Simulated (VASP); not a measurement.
ZnS (Wurtzite-4H): relaxation of cell and atoms with PBE

The system is ZnS (Wurtzite-4H).

```
Zn S
1.0
     3.82270    0.00000    0.00000
    -1.91135    3.31056    0.00000
     0.00000    0.00000   12.52000
Zn S
4 4
Direct
  0.00000 0.00000 0.00000
  0.00000 0.00000 0.50000
  0.33333 0.66667 0.25000
  0.66667 0.33333 0.75000
  0.00000 0.00000 0.18750
  0.00000 0.00000 0.68750
  0.33333 0.66667 0.43750
  0.66667 0.33333 0.93750
```

```
Program                : VASP 6.6.1
Task                   : relaxation of cell and atoms
Functional             : PBE
Potentials or basis    : VASP PAW PBE potentials, release 64 (Zn, S)
Cutoff                 : 500 eV
k mesh                 : 6 × 6 × 2
Occupations            : fermi-dirac, width 0.02 eV
Spin                   : no spin polarisation
Dipole correction      : no
Further INCAR settings : ALGO = Normal; EDIFF = 1e-07; IBRION = 2; EDIFFG = -0.01; NSW = 80; ISIF = 3
```

```
Relaxed volume                         : 20.21 Å³/atom
Relaxed cell                           : a = 3.850 Å, b = 3.850 Å, c = 12.598 Å, α = 90.00°, β = 90.00°, γ = 120.00°
Space group after relaxing (to 0.05 Å) : P6_3mc (No. 186)
Energy gained by relaxing              : 1.9 meV/atom
Ionic steps                            : 5
Pressure after relaxing                : 0.0 GPa
Largest force after relaxing           : 0.006 eV/Å
Band gap on the k mesh                 : 2.04 eV, direct
```

Forces in eV/Å, atoms in the order of the input:
```
Zn   0.000  0.000  0.000
Zn   0.000  0.000  0.000
Zn   0.000  0.000  0.001
Zn   0.000  0.000  0.001
S    0.000  0.000 -0.006
S    0.000  0.000 -0.006
S    0.000  0.000  0.006
S    0.000  0.000  0.006
```

The path:
| step | energy change (eV) | largest force (eV/Å) | pressure (GPa) | volume (Å³) |
| --- | --- | --- | --- | --- |
| 1 | 0.0000 | 0.0444 | 1.49 | 158.44 |
| 2 | -0.0137 | 0.0112 | -0.42 | 162.70 |
| 3 | -0.0150 | 0.0157 | 0.00 | 161.71 |
| 4 | -0.0150 | 0.0153 | -0.03 | 161.78 |
| 5 | -0.0151 | 0.0062 | 0.02 | 161.70 |

Final structure:
```
Zn S
1.0
     3.84989    0.00000    0.00000
    -1.92494    3.33410    0.00000
     0.00000    0.00000   12.59754
Zn S
4 4
Direct
  0.00000 0.00000 0.00008
  0.00000 0.00000 0.50008
  0.33333 0.66667 0.25003
  0.66667 0.33333 0.75003
  0.00000 0.00000 0.18731
  0.00000 0.00000 0.68731
  0.33333 0.66667 0.43758
  0.66667 0.33333 0.93758
```

Levels at points of the mesh, in eV from the valence-band top:
| k point | band 33 | band 34 | band 35 | band 36 | band 37 | band 38 | band 39 | band 40 |
| --- | --- | --- | --- | --- | --- | --- | --- | --- |
| (0.00, 0.00, 0.00) | -0.44 | -0.04 | 0.00 | 0.00 | 2.04 | 3.15 | 3.32 | 3.56 |
| (0.50, 0.00, 0.00) | -1.53 | -1.52 | -1.06 | -0.84 | 3.29 | 3.38 | 3.77 | 4.35 |
| (0.00, 0.00, 0.50) | -0.14 | -0.14 | -0.14 | -0.14 | 2.90 | 2.90 | 3.27 | 3.27 |
| (0.50, 0.00, 0.50) | -1.45 | -1.45 | -1.06 | -1.06 | 3.69 | 3.69 | 4.01 | 4.01 |

Wall time 2.9 min on 1 thread of Intel(R) Xeon(R) 6975P-C (Granite Rapids), on a shared host, peak memory 0.29 GiB.

PBE gaps usually lie below the measured ones, often by a third to a half. PBE usually gives volumes a little too large and moduli too small.
